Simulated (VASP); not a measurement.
Write the native input for VASP 6.6.1 that does the following.

* Task: single point
* Functional: B3LYP
* Potentials or basis: VASP PAW PBE potentials, release 64 (Zr_sv, B)
* Cutoff: 520 eV
* k mesh: 5 × 5 × 4
* Occupations: fermi-dirac, width 0.05 eV
* Spin: no spin polarisation
* Dipole correction: no
* Grid for exact exchange (PRECFOCK): Normal
* Further INCAR settings: ALGO = Normal; EDIFF = 1e-06; NBANDS = 14

The system is ZrB.

```
Zr B
1.0
     2.43444   -2.39469    0.00000
     2.43444    2.39469    0.00000
     0.00000    0.00000    3.05798
Zr B
1 1
Direct
  0.00000 0.00000 0.50000
  0.50000 0.50000 0.50000
```

These files were run (other wordings do the same):

POSCAR

```
ZrB
1.0
    2.4344416325     -2.3946927194      0.0000000000
    2.4344416325      2.3946927194      0.0000000000
    0.0000000000      0.0000000000      3.0579804663
Zr B
1 1
Direct
    0.0000000000      0.0000000000      0.5000000000
    0.5000000000      0.5000000000      0.5000000000
```

INCAR.step1

```
SYSTEM = ZrB
PREC = Accurate
ENCUT = 520
EDIFF = 1E-5
ISMEAR = -1
SIGMA = 0.05
LREAL = .False.
LASPH = .True.
NELM = 60
ALGO = Normal
ISIF = 2
LWAVE = .True.
LCHARG = .False.
NBANDS = 14
GGA = PE
```

INCAR.step2

```
SYSTEM = ZrB
PREC = Accurate
ENCUT = 520
EDIFF = 1E-6
ISMEAR = -1
SIGMA = 0.05
LREAL = .False.
LASPH = .True.
NELM = 60
ALGO = Normal
ISIF = 2
LWAVE = .False.
LCHARG = .False.
GGA = B3
LHFCALC = .True.
AEXX = 0.2
AGGAX = 0.72
AGGAC = 0.81
ALDAC = 0.19
PRECFOCK = Normal
NBANDS = 14
ISTART = 1
```

KPOINTS

```
regular mesh
0
Gamma
  5 5 4
  0 0 0
```

Potentials or basis: VASP PAW PBE potentials, release 64 (Zr_sv, B).

Command:

```console
$ cat potpaw_PBE.64/Zr_sv/POTCAR potpaw_PBE.64/B/POTCAR > POTCAR
$ cp INCAR.step1 INCAR
$ mpirun -np 1 vasp_std > vasp.out
$ cp INCAR.step2 INCAR
$ mpirun -np 1 vasp_std > vasp.out
```

It gave:

- Pressure: 0.0 GPa

Caveat: the k points lie up to 0.51 Å⁻¹ apart; the PAW data sets were made with another functional, which shifts forces and pressure a little.

Run time: 9.4 min on 1 thread of Intel(R) Xeon(R) Platinum 8488C (Sapphire Rapids), on a shared host, peak memory 0.16 GiB.
